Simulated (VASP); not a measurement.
The system is ZnCu.

```
CELL_PARAMETERS angstrom
3.10000 0.00000 0.00000
0.00000 3.10000 0.00000
0.00000 0.00000 3.10000
ATOMIC_POSITIONS crystal
Zn 0.00000 0.00000 0.00000
Cu 0.50000 0.50000 0.50000
```

```yaml
Program: VASP 6.6.1
Task: relaxation of cell and atoms
Functional: r2SCAN
Potentials_or_basis: VASP PAW PBE potentials, release 64 (Zn, Cu)
Cutoff: 600 eV
k_mesh: 13 × 13 × 13
Occupations: fermi-dirac, width 0.1 eV
Spin: no spin polarisation
```

At the start: pressure -15.1 GPa; volume 14.90 Å³/atom.

Q: How do energy, volume and symmetry change on relaxing?

A: Over 3 steps the energy falls by 136.8 meV/atom and the volume is 12.48 Å³/atom (-16.2 %); space group Pm-3m (No. 221, to 0.1 Å) before and after.

The path:
```
step  energy change (eV)  largest force (eV/Å)  pressure (GPa)  volume (Å³)
   1              0.0000                0.0000          -15.10        29.79
   2             -0.2613                0.0000            5.05        24.14
   3             -0.2735                0.0000            0.06        24.97
```

Final structure:
```cif
data_structure
_symmetry_space_group_name_H-M 'P 1'
_symmetry_Int_Tables_number 1
_cell_length_a 2.9227
_cell_length_b 2.9227
_cell_length_c 2.9227
_cell_angle_alpha 90.000
_cell_angle_beta 90.000
_cell_angle_gamma 90.000
_cell_volume 24.97
loop_
_atom_site_label
_atom_site_type_symbol
_atom_site_fract_x
_atom_site_fract_y
_atom_site_fract_z
_atom_site_occupancy
Zn1 Zn 0.00000 0.00000 0.00000 1
Cu1 Cu 0.50000 0.50000 0.50000 1
```

Caveat: the volume moved by over 15 % at a fixed basis, so the end points are rough; the PAW data sets were made with another functional, which shifts forces and pressure a little.
